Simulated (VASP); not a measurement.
# Os (Im-3m) in VASP: further runs

The runs below take Os through single point, with RPBE.

All numbers are computed with VASP 6.6.1; they aren't measurements. Logs are shortened: lines on timing, memory, paths and dates and some standing lists are left out, and cuts for length are marked.

### Step 1. The cell of the first run

It takes space group Im-3m (No. 229, cubic). Conventional cell: a = 3.145 Å, b = 3.145 Å, c = 3.145 Å, α = 90.00°, β = 90.00°, γ = 90.00°. Os (site symmetry m-3m) has 14 Os at 2.72 to 3.14 Å within 3.6 Å.

This isn't the form of Os at room conditions, which is hcp.

### Step 2. Single point, RPBE (15.55 Å³/atom)

The input, INCAR:

```
PREC     = Accurate       # precision mode
ENCUT    = 520            # plane-wave cutoff, eV
EDIFF    = 1E-6           # SCF threshold, eV
ISMEAR   = -1             # smearing method
SIGMA    = 0.1            # smearing width, eV
LREAL    = False          # projectors in reciprocal space
LASPH    = True           # aspherical terms in the spheres
NELM     = 60             # most SCF steps
ALGO     = Normal         # electronic algorithm
ISIF     = 2              # what is computed and relaxed
LWAVE    = False          # write WAVECAR
LCHARG   = False          # write CHGCAR
GGA      = RP             # functional
NBANDS   = 10             # bands
```

The input, KPOINTS:

```
regular mesh
0
Gamma
  16 16 16
```

The input, POSCAR:

```
Os
1.0
   -1.5724323302      1.5724323302      1.5724323302
    1.5724323302     -1.5724323302      1.5724323302
    1.5724323302      1.5724323302     -1.5724323302
Os
1
Direct
    0.0000000000      0.0000000000      0.0000000000
```

Potentials or basis: VASP PAW PBE potentials, release 64 (Os).

Launch:

```console
cat potpaw_PBE.64/Os/POTCAR > POTCAR
mpirun -np 1 vasp_std > vasp.out
```

OUTCAR:

```text
PREC = Accurate
   ENCUT = 520
   EDIFF = 1E-6
   ISMEAR = -1
   LREAL = False
   LASPH = True
   NELM = 60
   ISIF = 2
   GGA = RP

 ion  position               nearest neighbor table
   1  0.000  0.000  0.000-

  LATTYP: Found a body centered cubic cell.
 ALAT       =     3.1448646604

  Lattice vectors:

 A1 = (  -1.5724323302,   1.5724323302,   1.5724323302)
 A2 = (   1.5724323302,  -1.5724323302,   1.5724323302)
 A3 = (   1.5724323302,   1.5724323302,  -1.5724323302)

Analysis of symmetry for initial positions (statically):
=====================================================================
 Subroutine PRICEL returns:
 Original cell was already a primitive cell.

 Routine SETGRP: Setting up the symmetry group for a
 body centered cubic supercell.

 Subroutine GETGRP returns: Found 48 space group operations
 (whereof 48 operations were pure point group operations)
 out of a pool of 48 trial point group operations.

The static configuration has the point symmetry O_h .

Analysis of symmetry for dynamics (positions and initial velocities):
=====================================================================
 Subroutine PRICEL returns:
 Original cell was already a primitive cell.

 Routine SETGRP: Setting up the symmetry group for a
 body centered cubic supercell.

 Subroutine GETGRP returns: Found 48 space group operations
 (whereof 48 operations were pure point group operations)
 out of a pool of 48 trial point group operations.

The dynamic configuration has the point symmetry O_h .

 Subroutine INISYM returns: Found 48 space group operations
 (whereof 48 operations are pure point group operations),
 and found     1 'primitive' translations

----------------------------------------------------------------------------------------

                                     Primitive cell

  volume of cell :      15.5516

  direct lattice vectors                    reciprocal lattice vectors
    -1.572432330  1.572432330  1.572432330     0.000000000  0.317978708  0.317978708
     1.572432330 -1.572432330  1.572432330     0.317978708  0.000000000  0.317978708
     1.572432330  1.572432330 -1.572432330     0.317978708  0.317978708  0.000000000

  length of vectors
     2.723532687  2.723532687  2.723532687     0.449689801  0.449689801  0.449689801
[... 79 lines left out ...]
   EDIFF  = 0.1E-05   stopping-criterion for ELM
   LREAL  =      F    real-space projection
   EDIFFG = 0.1E-04   stopping-criterion for IOM
   NSW    =      0    number of steps for IOM
   IBRION =     -1    ionic relax: 0-MD 1-quasi-New 2-CG
   NFREE  =      0    steps in history (QN), initial steepest desc. (CG)
   ISIF   =      2    stress and relaxation
   ISYM   =      2    0-nonsym 1-usesym 2-fastsym
   POTIM  = 0.5000    time-step for ionic-motion
   TEBEG  =    0.0;   TEEND  =   0.0 temperature during run
   PSTRESS=    0.0 pullay stress
   NELECT =       8.0000    total number of electrons
   NUPDOWN=      -1.0000    fix difference up-down
   EMIN   =  10.00;   EMAX   =-10.00  energy-range for DOS
   EFERMI =   0.00;   METHOD = LEGACY
   ISMEAR =    -1;   SIGMA  =   0.10  broadening in eV -4-tet -1-fermi 0-gaus
   EFERMI_NEDOS =   21; number of points for ismear=-14 and -15
   IALGO  =     38    algorithm
   IMIX   =      4    mixing-type and parameters
     AMIX     =   0.40;   BMIX     =  1.00
     AMIX_MAG =   1.60;   BMIX_MAG =  1.00
  volume/ion in A,a.u.               =      15.55       104.95
  Fermi-wavevector in a.u.,A,eV,Ry     =   1.311735  2.478820 23.410857  1.720649
  Thomas-Fermi vector in A             =   2.442176
   LORBIT       =      0    0 simple, 1 ext, 2 COOP (PROOUT), +10 PAW based schemes
   GGA     = RP    functional components
   LHFCALC =     F    Hartree Fock is set to
   AEXX    =    0.0000 exact exchange contribution
   IVDW    =     0    specifies the selected vdW correction
   LEPSILON=     F    determine dielectric tensor
   LRPA    =     F    only Hartree local field effects (RPA)
 non-spin polarized calculation
  energy-cutoff  :      520.00
  volume of cell :       15.55
 maximum number of plane-waves:       430
   NGX = 11   NGY = 11   NGZ = 11

 number of electron       8.0000000 magnetization

 Free energy of the ion-electron system (eV)
  ---------------------------------------------------
  ext. energy  EPLUGINS =         0.00000000
  ---------------------------------------------------
  free energy    TOTEN  =        -9.72658523 eV

  energy without entropy =       -9.67068810  energy(sigma->0) =       -9.69863667

 E-fermi :   8.2811     XC(G=0): -13.4021

 val. band max:        8.2767757644   @ k =  -0.3125   0.3125   0.2500
 cond. band min:       8.2949806262   @ k =   0.1250   0.1250   0.0625
 fundamental gap:      0.0182048617
 Fermi energy:         8.2811408115

 k-point     1 :       0.0000    0.0000    0.0000
  band No.  band energies     occupation
      1      -1.9630      2.00000
      2       5.2469      2.00000
      3       5.2469      2.00000
      4       5.2469      2.00000
      5       8.2245      1.27581
      6       8.2245      1.27580
      7      24.3892      0.00000
      8      24.3892      0.00000
      9      24.3892      0.00000
     10      35.2799      0.00000
[... 287 lines left out ...]
 k-point    24 :       0.2500    0.1875    0.0000
  band No.  band energies     occupation
      1       2.0331      2.00000
      2       3.8790      2.00000
      3       4.6374      2.00000
      4       7.6778      1.99522
      5       8.7912      0.01211
      6      10.9494      0.00000
      7      19.3538      0.00000
      8      22.3770      0.00000
      9      24.8231      0.00000
     10      29.0252      0.00000

 [... further k-points ...]

------------------------ aborting loop because EDIFF is reached ----------------------------------------

  FORCE on cell =-STRESS in cart. coord.  units (eV):
  Direction    XX          YY          ZZ          XY          YZ          ZX
  --------------------------------------------------------------------------------------
  -------------------------------------------------------------------------------------
  Total       -1.1894724     -1.1894724     -1.1894724      0.0000000      0.0000000     -0.0000000
  in kB     -122.5431584   -122.5431584   -122.5431584      0.0000000      0.0000000     -0.0000000
  external PRESSURE =    -122.5431584 kB  Pullay stress =       0.0000000 kB

 VOLUME and BASIS-vectors are now :
 -----------------------------------------------------------------------------
  energy-cutoff  :      520.00
  volume of cell :       15.55
      direct lattice vectors                 reciprocal lattice vectors
    -1.572432330  1.572432330  1.572432330     0.000000000  0.317978708  0.317978708
     1.572432330 -1.572432330  1.572432330     0.317978708  0.000000000  0.317978708
     1.572432330  1.572432330 -1.572432330     0.317978708  0.317978708  0.000000000

 POSITION                                       TOTAL-FORCE (eV/Angst)
 -----------------------------------------------------------------------------------
      0.00000      0.00000      0.00000         0.000000      0.000000      0.000000
 -----------------------------------------------------------------------------------
    total drift:                                0.000000      0.000000      0.000000

  FREE ENERGIE OF THE ION-ELECTRON SYSTEM (eV)
  ---------------------------------------------------
  free  energy   TOTEN  =        -9.7265852329 eV

  energy  without entropy=       -9.6706881042  energy(sigma->0) =       -9.69863667
```

It took 21 s on 1 thread of Intel Xeon 8259CL, shared host; peak memory 0.14 GiB.

What came out:

| Item | Value |
| --- | --- |
| Free energy | -9.7266 eV |
| Pressure | -12.3 GPa |
| Band gap on the k mesh | zero (bands 4 and 5 overlap by 3.95 eV) |

Levels at points of the mesh, in eV from the Fermi level:
| k point | band 1 | band 2 | band 3 | band 4 | band 5 | band 6 | band 7 | band 8 | band 9 |
| --- | --- | --- | --- | --- | --- | --- | --- | --- | --- |
| (0.00, 0.00, 0.00) | -10.24 | -3.03 | -3.03 | -3.03 | -0.06 | -0.06 | 16.11 | 16.11 | 16.11 |
| (0.50, 0.00, 0.00) | -7.06 | -4.89 | -0.21 | -0.17 | 0.48 | 2.84 | 8.09 | 12.36 | 16.23 |
| (0.50, 0.50, 0.50) | -6.59 | -6.59 | 2.12 | 2.12 | 2.12 | 7.53 | 7.53 | 7.53 | 14.21 |

Caveat: the cell stands under tension; the PAW data sets were made with another functional, which shifts forces and pressure a little; spin-orbit coupling is left out, which moves the levels of the heavy elements.

### Step 3. Single point, RPBE (16.15 Å³/atom)

This run uses another cell than the first one, of 16.15 Å³/atom.

The input, INCAR:

```
PREC = Accurate
ENCUT = 520
EDIFF = 1E-7
ISMEAR = -1
SIGMA = 0.1
LREAL = F
LASPH = T
NELM = 60
ALGO = Normal
ISIF = 2
LWAVE = F
LCHARG = F
GGA = RP
NBANDS = 10
```

The input, KPOINTS:

```
Automatic mesh
0
Gamma
  16 16 16
```

The input, POSCAR:

```
Os
1.0
   -1.5923386501      1.5923386501      1.5923386501
    1.5923386501     -1.5923386501      1.5923386501
    1.5923386501      1.5923386501     -1.5923386501
Os
1
Direct
    0.0000000000      0.0000000000      0.0000000000
```

Potentials or basis: VASP PAW PBE potentials, release 64 (Os).

Launch:

```console
cat potpaw_PBE.64/Os/POTCAR > POTCAR
mpirun -np 1 vasp_std > vasp.out
```

Wall time 25 s (1 thread of Intel Xeon 8259CL, shared host); peak memory 0.16 GiB.

The run converged. Its results:

* Free energy: -9.6629 eV
* Pressure: -21.8 GPa
* Band gap on the k mesh: zero (bands 4 and 5 overlap by 3.69 eV)

Levels at points of the mesh, in eV from the Fermi level:
```tsv
k point	band 1	band 2	band 3	band 4	band 5	band 6	band 7	band 8
(0.00, 0.00, 0.00)	-9.90	-2.87	-2.87	-2.87	-0.04	-0.04	16.06	16.06
(0.50, 0.00, 0.00)	-6.72	-4.62	-0.21	-0.12	0.45	2.66	7.66	12.31
(0.50, 0.50, 0.50)	-6.22	-6.22	1.99	1.99	1.99	7.37	7.37	7.37
```

Caveat: the cell stands under tension; the PAW data sets were made with another functional, which shifts forces and pressure a little; spin-orbit coupling is left out, which moves the levels of the heavy elements.

### Step 4. Single point, RPBE (16.75 Å³/atom)

This run uses another cell than the first one, of 16.75 Å³/atom.

The input, INCAR:

```
ALGO = Normal ; EDIFF = 1E-6
ENCUT = 520 ; GGA = RP
ISIF = 2 ; ISMEAR = -1
LASPH = True ; LCHARG = False
LREAL = False ; LWAVE = False
NBANDS = 10 ; NELM = 80
PREC = Accurate ; SIGMA = 0.1
```

The input, KPOINTS:

```
k-points
0
Gamma
  16 16 16
```

The input, POSCAR:

```
Os
1.0
   -1.6117593282      1.6117593282      1.6117593282
    1.6117593282     -1.6117593282      1.6117593282
    1.6117593282      1.6117593282     -1.6117593282
Os
1
Direct
    0.0000000000      0.0000000000      0.0000000000
```

Potentials or basis: VASP PAW PBE potentials, release 64 (Os).

Launch:

```console
cat potpaw_PBE.64/Os/POTCAR > POTCAR
mpirun -np 1 vasp_std > vasp.out
```

OUTCAR:

```text
EDIFF = 1E-6
   ENCUT = 520
   GGA = RP
   ISIF = 2
   ISMEAR = -1
   LASPH = True
   LREAL = False
   NELM = 80
   PREC = Accurate

 ion  position               nearest neighbor table
   1  0.000  0.000  0.000-

  LATTYP: Found a body centered cubic cell.
 ALAT       =     3.2235186564

  Lattice vectors:

 A1 = (  -1.6117593282,   1.6117593282,   1.6117593282)
 A2 = (   1.6117593282,  -1.6117593282,   1.6117593282)
 A3 = (   1.6117593282,   1.6117593282,  -1.6117593282)

Analysis of symmetry for initial positions (statically):
=====================================================================
 Subroutine PRICEL returns:
 Original cell was already a primitive cell.

 Routine SETGRP: Setting up the symmetry group for a
 body centered cubic supercell.

 Subroutine GETGRP returns: Found 48 space group operations
 (whereof 48 operations were pure point group operations)
 out of a pool of 48 trial point group operations.

The static configuration has the point symmetry O_h .

Analysis of symmetry for dynamics (positions and initial velocities):
[... 162 lines left out ...]
 Fermi energy:         7.2642808946

 k-point     1 :       0.0000    0.0000    0.0000
  band No.  band energies     occupation
      1      -2.3068      2.00000
      2       4.5435      2.00000
      3       4.5435      2.00000
      4       4.5435      2.00000
      5       7.2294      1.17254
      6       7.2294      1.17253
      7      23.2798      0.00000
      8      23.2798      0.00000
      9      23.2798      0.00000
     10      33.2369      0.00000
[... 287 lines left out ...]
 k-point    24 :       0.2500    0.1875    0.0000
  band No.  band energies     occupation
      1       1.5324      2.00000
      2       3.3264      2.00000
      3       3.9741      2.00000
      4       6.7385      1.98964
      5       7.7034      0.02448
      6       9.6607      0.00000
      7      17.6260      0.00000
      8      20.6323      0.00000
      9      23.1266      0.00000
     10      27.4305      0.00000

 [... further k-points ...]

------------------------ aborting loop because EDIFF is reached ----------------------------------------

  FORCE on cell =-STRESS in cart. coord.  units (eV):
  Direction    XX          YY          ZZ          XY          YZ          ZX
  --------------------------------------------------------------------------------------
  -------------------------------------------------------------------------------------
  Total       -3.0544001     -3.0544001     -3.0544001      0.0000000      0.0000000      0.0000000
  in kB     -292.1971284   -292.1971284   -292.1971284      0.0000000      0.0000000      0.0000000
  external PRESSURE =    -292.1971284 kB  Pullay stress =       0.0000000 kB

 VOLUME and BASIS-vectors are now :
 -----------------------------------------------------------------------------
  energy-cutoff  :      520.00
  volume of cell :       16.75
      direct lattice vectors                 reciprocal lattice vectors
    -1.611759328  1.611759328  1.611759328     0.000000000  0.310220013  0.310220013
     1.611759328 -1.611759328  1.611759328     0.310220013  0.000000000  0.310220013
     1.611759328  1.611759328 -1.611759328     0.310220013  0.310220013  0.000000000

 POSITION                                       TOTAL-FORCE (eV/Angst)
 -----------------------------------------------------------------------------------
      0.00000      0.00000      0.00000         0.000000      0.000000      0.000000
 -----------------------------------------------------------------------------------
    total drift:                                0.000000      0.000000     -0.000000

  FREE ENERGIE OF THE ION-ELECTRON SYSTEM (eV)
  ---------------------------------------------------
  free  energy   TOTEN  =        -9.5677020138 eV

  energy  without entropy=       -9.5040659736  energy(sigma->0) =       -9.53588399
```

OSZICAR:

```text
N       E                     dE             d eps       ncg     rms          rms(c)
DAV:   1     0.335074023931E+02    0.33507E+02   -0.40232E+03  2988   0.723E+02
DAV:   2    -0.903041227003E+01   -0.42538E+02   -0.39758E+02  2974   0.187E+02
DAV:   3    -0.102293814561E+02   -0.11990E+01   -0.11885E+01  3326   0.288E+01
DAV:   4    -0.102332391906E+02   -0.38577E-02   -0.38564E-02  3250   0.186E+00
DAV:   5    -0.102332528175E+02   -0.13627E-04   -0.13626E-04  3234   0.100E-01    0.111E+01
DAV:   6    -0.968767656412E+01    0.54558E+00   -0.80361E-01  3346   0.681E+00    0.464E+00
DAV:   7    -0.957036351874E+01    0.11731E+00   -0.42975E-01  3534   0.468E+00    0.490E-01
DAV:   8    -0.956935941038E+01    0.10041E-02   -0.15386E-03  3080   0.303E-01    0.412E-01
DAV:   9    -0.956770293879E+01    0.16565E-02   -0.13629E-03  3096   0.368E-01    0.185E-02
DAV:  10    -0.956770628812E+01   -0.33493E-05   -0.18303E-05  3268   0.314E-02    0.948E-03
DAV:  11    -0.956770222033E+01    0.40678E-05   -0.20662E-06  2636   0.187E-02    0.234E-03
DAV:  12    -0.956770201375E+01    0.20658E-06   -0.52258E-08  1628   0.206E-03
   1 F= -.95677020E+01 E0= -.95358840E+01  d E =-.636360E-01
```

stdout:

```text
POSCAR found type information on POSCAR Os
 POSCAR found :  1 types and       1 ions
 scaLAPACK will be used
 -----------------------------------------------------------------------------
|                                                                             |
|                                                                             |
|     You enforced a specific xc type in the INCAR file but a different       |
|     I HOPE YOU KNOW WHAT YOU ARE DOING!                                     |
|                                                                             |
 -----------------------------------------------------------------------------

 LDA part: xc-table for (Slater+PW92), standard interpolation
 POSCAR, INCAR and KPOINTS ok, starting setup
 FFT: planning ... GRIDC
 FFT: planning ... GRID_SOFT
 FFT: planning ... GRID
 WAVECAR not read
 entering main loop
```

Run time: 29 s. Hardware: 1 thread of Intel Xeon 8259CL, shared host; peak memory 0.16 GiB.

What came out:

```yaml
Free_energy: -9.5677 eV
Pressure: -29.2 GPa
Band_gap_on_the_k_mesh: zero (bands 4 and 5 overlap by 3.46 eV)
```

Levels at points of the mesh, in eV from the Fermi level:
```
           k point  band 2  band 3  band 4  band 5  band 6  band 7
(0.00, 0.00, 0.00)   -2.72   -2.72   -2.72   -0.03   -0.03   16.02
(0.50, 0.00, 0.00)   -4.37   -0.20   -0.07    0.42    2.50    7.26
(0.50, 0.50, 0.50)   -5.88    1.87    1.87    1.87    7.23    7.23
```

Caveat: the cell stands under tension; the PAW data sets were made with another functional, which shifts forces and pressure a little; spin-orbit coupling is left out, which moves the levels of the heavy elements.

### Step 5. Summary

| cell | gap on the mesh (eV) | pressure (GPa) |
| --- | --- | --- |
| a = 2.724 Å, angles 109.5°, 1 atom | none | -12.3 |
| a = 2.758 Å, angles 109.5°, 1 atom | none | -21.8 |
| a = 2.792 Å, angles 109.5°, 1 atom | none | -29.2 |

Alike in all rows: task single point; level RPBE; potentials or basis VASP PAW PBE potentials, release 64 (Os); no spin polarisation; k mesh 16 × 16 × 16; cutoff (eV) 520; smearing fermi-dirac 0.1 eV.

Caveats: the cell stands under tension; the PAW data sets were made with another functional, which shifts forces and pressure a little; spin-orbit coupling is left out, which moves the levels of the heavy elements.

Absolute energies hang on the potentials; compare differences alone.
